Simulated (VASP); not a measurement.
# NaF (R-3m) in VASP: notebook

Runs on NaF. Level: PBE. Tasks: single point.

Everything below comes from runs of VASP 6.6.1. Logs are shortened: lines on timing, memory, paths and dates and some standing lists are left out, and cuts for length are marked.

## 1. The cell of the first run

Symmetry: R-3m, No. 166, trigonal system. The conventional cell has a = 3.896 Å, b = 3.896 Å, c = 5.725 Å, α = 90.00°, β = 90.00°, γ = 120.00°. Within 3.2 Å of Na (site symmetry -3m) lie 8 F at 2.44 to 2.86 Å and 6 Na at 2.95 Å. F (site symmetry -3m) has 8 Na at 2.44 to 2.86 Å and 6 F at 2.95 Å within 3.2 Å.

## 2. Single point, PBE

The input, INCAR:

```
SYSTEM = NaF
PREC     = Accurate       ! precision mode
ENCUT    = 520            ! plane-wave cutoff, eV
EDIFF    = 1E-7           ! SCF threshold, eV
ISMEAR   = 0              ! smearing method
SIGMA    = 0.05           ! smearing width, eV
LREAL    = .False.        ! projectors in reciprocal space
LASPH    = .True.         ! aspherical terms in the spheres
NELM     = 60             ! most SCF steps
ALGO     = Normal         ! electronic algorithm
ISIF     = 2              ! what is computed and relaxed
LWAVE    = .False.        ! write WAVECAR
LCHARG   = .False.        ! write CHGCAR
GGA      = PE             ! functional
NBANDS   = 14             ! bands
```

The input, KPOINTS:

```
regular mesh
0
Gamma
  10 10 10
  0 0 0
```

The input, POSCAR:

```
NaF
1.0
   -0.7345537968      2.0200229413      2.0200229413
    2.0200229413     -0.7345537968      2.0200229413
    2.0200229413      2.0200229413     -0.7345537968
Na F
1 1
Direct
    0.0000000000      0.0000000000      0.0000000000
    0.5000000000      0.5000000000      0.5000000000
```

Potentials or basis: VASP PAW PBE potentials, release 64 (Na_pv, F).

Run with:

```sh
$ cat potpaw_PBE.64/Na_pv/POTCAR potpaw_PBE.64/F/POTCAR > POTCAR
$ mpirun -np 1 vasp_std > vasp.out
```

OUTCAR:

```text
SYSTEM = NaF
   PREC = Accurate
   ENCUT = 520
   EDIFF = 1E-7
   ISMEAR = 0
   LREAL = .False.
   LASPH = .True.
   NELM = 60
   ISIF = 2
   GGA = PE

 ion  position               nearest neighbor table
   1  0.000  0.000  0.000-
   2  0.500  0.500  0.500-

  LATTYP: Found a trigonal (rhomboedric) cell.
 ALAT       =     2.9496702607
 COS(alpha) =     0.1279069768

  Lattice vectors:

 A1 = (  -0.7345537968,   2.0200229413,   2.0200229413)
 A2 = (   2.0200229413,  -0.7345537968,   2.0200229413)
 A3 = (   2.0200229413,   2.0200229413,  -0.7345537968)

Analysis of symmetry for initial positions (statically):
=====================================================================
 Subroutine PRICEL returns:
 Original cell was already a primitive cell.

 Routine SETGRP: Setting up the symmetry group for a
 trigonal (rhombohedral) supercell.

 Subroutine GETGRP returns: Found 12 space group operations
 (whereof 12 operations were pure point group operations)
 out of a pool of 12 trial point group operations.

The static configuration has the point symmetry D_3d.

Analysis of symmetry for dynamics (positions and initial velocities):
=====================================================================
 Subroutine PRICEL returns:
 Original cell was already a primitive cell.

 Routine SETGRP: Setting up the symmetry group for a
 trigonal (rhombohedral) supercell.

 Subroutine GETGRP returns: Found 12 space group operations
 (whereof 12 operations were pure point group operations)
 out of a pool of 12 trial point group operations.

The dynamic configuration has the point symmetry D_3d.

 Subroutine INISYM returns: Found 12 space group operations
 (whereof 12 operations are pure point group operations),
 and found     1 'primitive' translations

----------------------------------------------------------------------------------------

                                     Primitive cell

  volume of cell :      25.0811

  direct lattice vectors                    reciprocal lattice vectors
    -0.734553797  2.020022941  2.020022941    -0.141179181  0.221852999  0.221852999
     2.020022941 -0.734553797  2.020022941     0.221852999 -0.141179181  0.221852999
     2.020022941  2.020022941 -0.734553797     0.221852999  0.221852999 -0.141179181

  length of vectors
     2.949670261  2.949670261  2.949670261     0.344048060  0.344048060  0.344048060

  position of ions in fractional coordinates (direct lattice)
     0.000000000  0.000000000  0.000000000
     0.500000000  0.500000000  0.500000000

  ion indices of the primitive-cell ions
   primitive index   ion index
                 1           1
                 2           2

----------------------------------------------------------------------------------------

 KPOINTS: regular mesh

Automatic generation of k-mesh.
 Grid dimensions read from file:
 generate k-points for:   10   10   10

 Generating k-lattice:

  Cartesian coordinates                     Fractional coordinates (reciprocal lattice)
    -0.014117918  0.022185300  0.022185300     0.100000000  0.000000000  0.000000000
     0.022185300 -0.014117918  0.022185300     0.000000000  0.100000000  0.000000000
     0.022185300  0.022185300 -0.014117918     0.000000000  0.000000000  0.100000000

  Length of vectors
     0.034404806  0.034404806  0.034404806

  Shift w.r.t. Gamma in fractional coordinates (k-lattice)
     0.000000000  0.000000000  0.000000000

 Subroutine IBZKPT returns following result:
 ===========================================

 Found    116 irreducible k-points:

 Following reciprocal coordinates:
            Coordinates               Weight
  0.000000  0.000000  0.000000      1.000000
  0.100000  0.000000  0.000000      6.000000
  0.200000  0.000000  0.000000      6.000000
  0.300000  0.000000  0.000000      6.000000
  0.400000  0.000000  0.000000      6.000000
  0.500000  0.000000  0.000000      3.000000
[... 16 lines left out ...]
  0.300000  0.300000 -0.000000      6.000000
  0.400000  0.300000  0.000000     12.000000
 [... further k-points ...]
   k-points           NKPTS =    116   k-points in BZ     NKDIM =    116   number of bands    NBANDS=     14
   number of dos      NEDOS =    301   number of ions     NIONS =      2
   total plane-waves  NPLWV =  13824
   dimension x,y,z NGX =    24 NGY =   24 NGZ =   24
   dimension x,y,z NGXF=    48 NGYF=   48 NGZF=   48
   ions per type =               1   1
   NGX,Y,Z   is equivalent  to a cutoff of  13.53, 13.53, 13.53 a.u.
   NGXF,Y,Z  is equivalent  to a cutoff of  27.05, 27.05, 27.05 a.u.
 SYSTEM =  NaF
   PREC   = accura    normal or accurate (medium, high low for compatibility)
   ISTART =      0    job   : 0-new  1-cont  2-samecut
   ICHARG =      2    charge: 1-file 2-atom 10-const
   ISPIN  =      1    spin polarized calculation?
   LNONCOLLINEAR =      F non collinear calculations
   LSORBIT =      F    spin-orbit coupling
   LASPH  =      T    aspherical Exc in radial PAW
   ENCUT  =  520.0 eV  38.22 Ry    6.18 a.u.   5.48  5.48  5.48*2*pi/ulx,y,z
   NELM   =     60;   NELMIN=  2; NELMDL= -5     # of ELM steps
   EDIFF  = 0.1E-06   stopping-criterion for ELM
   LREAL  =      F    real-space projection
   EDIFFG = 0.1E-05   stopping-criterion for IOM
   NSW    =      0    number of steps for IOM
   IBRION =     -1    ionic relax: 0-MD 1-quasi-New 2-CG
   NFREE  =      0    steps in history (QN), initial steepest desc. (CG)
   ISIF   =      2    stress and relaxation
   ISYM   =      2    0-nonsym 1-usesym 2-fastsym
   POTIM  = 0.5000    time-step for ionic-motion
   TEBEG  =    0.0;   TEEND  =   0.0 temperature during run
   PSTRESS=    0.0 pullay stress
   NELECT =      14.0000    total number of electrons
   NUPDOWN=      -1.0000    fix difference up-down
   EMIN   =  10.00;   EMAX   =-10.00  energy-range for DOS
   EFERMI =   0.00;   METHOD = LEGACY
   ISMEAR =     0;   SIGMA  =   0.05  broadening in eV -4-tet -1-fermi 0-gaus
   EFERMI_NEDOS =   21; number of points for ismear=-14 and -15
   IALGO  =     38    algorithm
   IMIX   =      4    mixing-type and parameters
     AMIX     =   0.40;   BMIX     =  1.00
     AMIX_MAG =   1.60;   BMIX_MAG =  1.00
  volume/ion in A,a.u.               =      12.54        84.63
  Fermi-wavevector in a.u.,A,eV,Ry     =   1.347935  2.547227 24.720809  1.816928
  Thomas-Fermi vector in A             =   2.475645
   LORBIT       =      0    0 simple, 1 ext, 2 COOP (PROOUT), +10 PAW based schemes
   GGA     = PE    functional components
   LHFCALC =     F    Hartree Fock is set to
   AEXX    =    0.0000 exact exchange contribution
   IVDW    =     0    specifies the selected vdW correction
   LEPSILON=     F    determine dielectric tensor
   LRPA    =     F    only Hartree local field effects (RPA)
 non-spin polarized calculation
 Gauss-broadening in eV      SIGMA  =   0.05
  energy-cutoff  :      520.00
  volume of cell :       25.08
 maximum number of plane-waves:       700
 NGX is ok and might be reduce to    24

 number of electron      13.9999998 magnetization

 Free energy of the ion-electron system (eV)
  ---------------------------------------------------
  ext. energy  EPLUGINS =         0.00000000
  ---------------------------------------------------
  free energy    TOTEN  =        -8.27258082 eV

  energy without entropy =       -8.27258082  energy(sigma->0) =       -8.27258082

 E-fermi :  -1.2375     XC(G=0):  -9.2136

 val. band max:       -1.4762911523   @ k =   0.5000   0.5000   0.0000
 cond. band min:       3.9494314096   @ k =   0.0000   0.0000   0.0000
 fundamental gap:      5.4257225619
 Fermi energy:        -1.2374570609

 k-point     1 :       0.0000    0.0000    0.0000
  band No.  band energies     occupation
      1     -21.6248      2.00000
      2     -21.5933      2.00000
      3     -21.5933      2.00000
      4     -20.9481      2.00000
      5      -1.7997      2.00000
      6      -1.7997      2.00000
      7      -1.4999      2.00000
      8       3.9494      0.00000
      9      14.0028      0.00000
     10      14.0028      0.00000
     11      19.4737      0.00000
     12      21.3769      0.00000
     13      21.3769      0.00000
     14      25.3732      0.00000

 k-point     2 :       0.1000    0.0000    0.0000
  band No.  band energies     occupation
      1     -21.6677      2.00000
      2     -21.6160      2.00000
      3     -21.5914      2.00000
      4     -20.8748      2.00000
      5      -1.9818      2.00000
      6      -1.7952      2.00000
      7      -1.5392      2.00000
      8       4.2656      0.00000
      9      13.6839      0.00000
     10      14.1740      0.00000
     11      19.7677      0.00000
     12      21.2942      0.00000
     13      21.4766      0.00000
     14      24.6694      0.00000

 k-point     3 :       0.2000    0.0000    0.0000
  band No.  band energies     occupation
      1     -21.7994      2.00000
      2     -21.6175      2.00000
      3     -21.5866      2.00000
      4     -20.7204      2.00000
      5      -2.4841      2.00000
      6      -1.7835      2.00000
      7      -1.5461      2.00000
      8       5.0821      0.00000
      9      12.8396      0.00000
     10      14.6817      0.00000
     11      20.2473      0.00000
     12      20.9947      0.00000
     13      22.1329      0.00000
     14      23.4495      0.00000
[... 324 lines left out ...]
 k-point    23 :       0.3000    0.3000   -0.0000
  band No.  band energies     occupation
      1     -21.8283      2.00000
      2     -21.6780      2.00000
      3     -21.5961      2.00000
      4     -20.5840      2.00000
      5      -2.8323      2.00000
      6      -2.4964      2.00000
      7      -1.5567      2.00000
      8       7.5242      0.00000
      9      12.3400      0.00000
     10      13.7452      0.00000
     11      16.8172      0.00000
     12      20.5943      0.00000
     13      21.6850      0.00000
     14      22.9047      0.00000

 k-point    24 :       0.4000    0.3000    0.0000
  band No.  band energies     occupation
      1     -21.8465      2.00000
      2     -21.6885      2.00000
      3     -21.5883      2.00000
      4     -20.5536      2.00000
      5      -3.0629      2.00000
      6      -2.5195      2.00000
      7      -1.5308      2.00000
      8       8.4905      0.00000
      9      11.4105      0.00000
     10      14.0362      0.00000
     11      15.7741      0.00000
     12      20.6445      0.00000
     13      22.4597      0.00000
     14      22.5741      0.00000

 [... further k-points ...]
[... 5 lines left out ...]
  --------------------------------------------------------------------------------------
  -------------------------------------------------------------------------------------
  Total       -0.2896284     -0.2896284     -0.2896284      0.2016560      0.2016560      0.2016560
  in kB      -18.5014516    -18.5014516    -18.5014516     12.8817794     12.8817794     12.8817794
  external PRESSURE =     -18.5014516 kB  Pullay stress =       0.0000000 kB

 VOLUME and BASIS-vectors are now :
 -----------------------------------------------------------------------------
  energy-cutoff  :      520.00
  volume of cell :       25.08
      direct lattice vectors                 reciprocal lattice vectors
    -0.734553797  2.020022941  2.020022941    -0.141179181  0.221852999  0.221852999
     2.020022941 -0.734553797  2.020022941     0.221852999 -0.141179181  0.221852999
     2.020022941  2.020022941 -0.734553797     0.221852999  0.221852999 -0.141179181

 POSITION                                       TOTAL-FORCE (eV/Angst)
 -----------------------------------------------------------------------------------
      0.00000      0.00000      0.00000        -0.000000     -0.000000     -0.000000
      1.65275      1.65275      1.65275         0.000000      0.000000      0.000000
 -----------------------------------------------------------------------------------
    total drift:                               -0.000000     -0.000000      0.000000

  FREE ENERGIE OF THE ION-ELECTRON SYSTEM (eV)
  ---------------------------------------------------
  free  energy   TOTEN  =        -8.2725808174 eV

  energy  without entropy=       -8.2725808174  energy(sigma->0) =       -8.27258082
```

Wall time 44 s (1 thread of Intel Xeon 8259CL, shared host); peak memory 0.16 GiB.

Results:

* Free energy: -8.2726 eV
* Pressure: -1.9 GPa
* Band gap on the k mesh: 5.43 eV (least direct gap 5.45 eV)

Levels at points of the mesh, in eV from the valence-band top:
| k point | band 5 | band 6 | band 7 | band 8 | band 9 | band 10 |
| --- | --- | --- | --- | --- | --- | --- |
| (0.00, 0.00, 0.00) | -0.32 | -0.32 | -0.02 | 5.43 | 15.48 | 15.48 |
| (0.50, 0.00, 0.00) | -2.11 | -0.28 | -0.02 | 9.95 | 10.78 | 19.17 |
| (0.50, 0.50, 0.00) | -1.60 | -1.34 | 0.00 | 11.36 | 13.12 | 14.53 |
| (0.50, 0.50, 0.50) | -1.44 | -1.17 | -1.17 | 11.83 | 14.74 | 14.74 |

## 3. Single point, PBE

This run uses another cell than the first one, of the same volume but with other edges.

The input, INCAR:

```
SYSTEM = NaF
PREC = Accurate
ENCUT = 520
EDIFF = 1E-7
ISMEAR = 0
SIGMA = 0.05
LREAL = .FALSE.
LASPH = .TRUE.
NELM = 100
ALGO = Normal
ISIF = 2
LWAVE = .FALSE.
LCHARG = .TRUE.
GGA = PE
LELF = .TRUE.
LVHAR = .TRUE.
NBANDS = 14
```

The input, KPOINTS:

```
Automatic mesh
0
G
  10 10 10
  0 0 0
```

The input, POSCAR:

```
NaF
1.0
   -0.2452631587      2.2073684284      2.2073684284
    2.2073684284     -0.2452631587      2.2073684284
    2.2073684284      2.2073684284     -0.2452631587
Na F
1 1
Direct
    0.0000000000      0.0000000000      0.0000000000
    0.5000000000      0.5000000000      0.5000000000
```

Potentials or basis: VASP PAW PBE potentials, release 64 (Na_pv, F).

Run with:

```sh
$ cat potpaw_PBE.64/Na_pv/POTCAR potpaw_PBE.64/F/POTCAR > POTCAR
$ mpirun -np 1 vasp_std > vasp.out
```

Wall time 44 s (1 thread of Intel Xeon 8259CL, shared host); peak memory 0.16 GiB.

It converged, with:

* Free energy: -8.5051 eV
* Pressure: 1.2 GPa
* Band gap on the k mesh: 5.92 eV

Stress tensor (GPa, compression positive):
```
1.17 2.03 2.03
2.03 1.17 2.03
2.03 2.03 1.17
```

Levels at points of the mesh, in eV from the valence-band top:
```csv
k point,band 3,band 4,band 5,band 6,band 7,band 8,band 9,band 10,band 11,band 12
"(0.00, 0.00, 0.00)",-19.35,-19.35,-0.33,-0.33,0.00,5.92,17.43,17.43,21.22,21.78
"(0.50, 0.00, 0.00)",-19.35,-18.51,-1.87,-0.50,-0.24,10.38,11.67,19.42,21.21,21.70
"(0.50, 0.50, 0.00)",-19.38,-19.13,-1.52,-0.86,-0.39,12.51,12.80,13.76,18.07,20.91
"(0.50, 0.50, 0.50)",-19.38,-18.58,-1.68,-0.74,-0.74,10.65,13.46,18.06,18.06,21.81
```

 A k mesh can miss the band edges.

## 4. Single point, PBE

This run uses another cell than the first one, of the same volume but with other edges.

The input, INCAR:

```
PREC = Accurate ; ENCUT = 520
EDIFF = 1E-6 ; ISMEAR = 0
SIGMA = 0.05 ; LREAL = False
LASPH = True ; NELM = 100
ALGO = Normal ; ISIF = 2
LWAVE = False ; LCHARG = True
GGA = PE ; LELF = True
LVHAR = True ; NBANDS = 14
```

The input, KPOINTS:

```
regular mesh
0
Gamma
  10 10 10
```

The input, POSCAR:

```
NaF
1.0
    0.2915078675      2.4778168734      2.4778168734
    2.4778168734      0.2915078675      2.4778168734
    2.4778168734      2.4778168734      0.2915078675
Na F
1 1
Direct
    0.0000000000      0.0000000000      0.0000000000
    0.5000000000      0.5000000000      0.5000000000
```

Run with:

```sh
$ cat potpaw_PBE.64/Na_pv/POTCAR potpaw_PBE.64/F/POTCAR > POTCAR
$ mpirun -np 1 vasp_std > vasp.out
```

It took 89 s on 1 thread of Intel Xeon 8259CL, shared host; peak memory 0.17 GiB.

Results (log left out):

```yaml
Free_energy: -8.4474 eV
Pressure: 1.1 GPa
Band_gap_on_the_k_mesh: 5.80 eV
```

Stress tensor (GPa, compression positive):
```
 1.12 -4.52 -4.52
-4.52  1.12 -4.52
-4.52 -4.52  1.12
```

Levels at points of the mesh, in eV from the valence-band top:
```csv
k point,band 3,band 4,band 5,band 6,band 7,band 8,band 9,band 10,band 11,band 12
"(0.00, 0.00, 0.00)",-19.44,-19.39,-0.60,0.00,0.00,5.80,16.29,20.17,20.17,20.46
"(0.50, 0.00, 0.00)",-19.45,-18.59,-1.78,-0.75,-0.33,10.35,12.53,18.36,20.31,20.76
"(0.50, 0.50, 0.00)",-19.47,-19.12,-1.53,-0.85,-0.36,12.33,12.65,13.89,18.26,20.75
"(0.50, 0.50, 0.50)",-19.48,-18.51,-1.97,-0.13,-0.13,10.45,10.49,21.80,21.80,23.09
```

## 5. Single point, PBE

This run uses another cell than the first one, of the same volume but with other edges.

The input, INCAR:

```
SYSTEM = NaF
  PREC = Accurate
  ENCUT = 520
  EDIFF = 1E-6
  ISMEAR = 0
  SIGMA = 0.05
  LREAL = .FALSE.
  LASPH = .TRUE.
  NELM = 60
  ALGO = Normal
  ISIF = 2
  LWAVE = .FALSE.
  LCHARG = .TRUE.
  GGA = PE
  LELF = .TRUE.
  LVHAR = .TRUE.
  NBANDS = 14
```

The input, KPOINTS:

```
regular mesh
0
G
  10 10 10
  0 0 0
```

The input, POSCAR:

```
NaF
1.0
    0.9084389910      2.8550939718      2.8550939718
    2.8550939718      0.9084389910      2.8550939718
    2.8550939718      2.8550939718      0.9084389910
Na F
1 1
Direct
    0.0000000000      0.0000000000      0.0000000000
    0.5000000000      0.5000000000      0.5000000000
```

Run with:

```sh
$ cat potpaw_PBE.64/Na_pv/POTCAR potpaw_PBE.64/F/POTCAR > POTCAR
$ mpirun -np 1 vasp_std > vasp.out
```

It took 90 s on 1 thread of Intel Xeon 8259CL, shared host; peak memory 0.19 GiB.

The run converged. Its results:

* Free energy: -7.1638 eV
* Pressure: 0.4 GPa
* Band gap on the k mesh: 2.56 eV

Stress tensor (GPa, compression positive):
```
  0.42 -20.62 -20.62
-20.62   0.42 -20.62
-20.62 -20.62   0.42
```

Levels at points of the mesh, in eV from the valence-band top:
```tsv
k point	band 5	band 6	band 7	band 8	band 9	band 10
(0.00, 0.00, 0.00)	-2.32	0.00	0.00	2.56	13.47	14.04
(0.50, 0.00, 0.00)	-2.67	-1.85	-0.49	7.78	10.46	15.52
(0.50, 0.50, 0.00)	-2.54	-1.87	-0.48	9.16	9.43	13.40
(0.50, 0.50, 0.50)	-3.40	-0.02	-0.02	5.48	8.87	20.94
```

 A k mesh can miss the band edges.

## 6. Overview

| cell | gap on the mesh (eV) | pressure (GPa) |
| --- | --- | --- |
| a = 2.950 Å, angles 82.7°, 2 atoms | 5.43 | -1.9 |
| a = 3.131 Å, angles 67.3°, 2 atoms | 5.92 | 1.2 |
| a = 3.516 Å, angles 52.2°, 2 atoms | 5.80 | 1.1 |
| a = 4.139 Å, angles 38.9°, 2 atoms | 2.56 | 0.4 |

Alike in all rows: task single point; level PBE; potentials or basis VASP PAW PBE potentials, release 64 (Na_pv, F); no spin polarisation; k mesh 10 × 10 × 10; cutoff (eV) 520; smearing gaussian 0.05 eV.

Absolute energies hang on the potentials; compare differences alone.
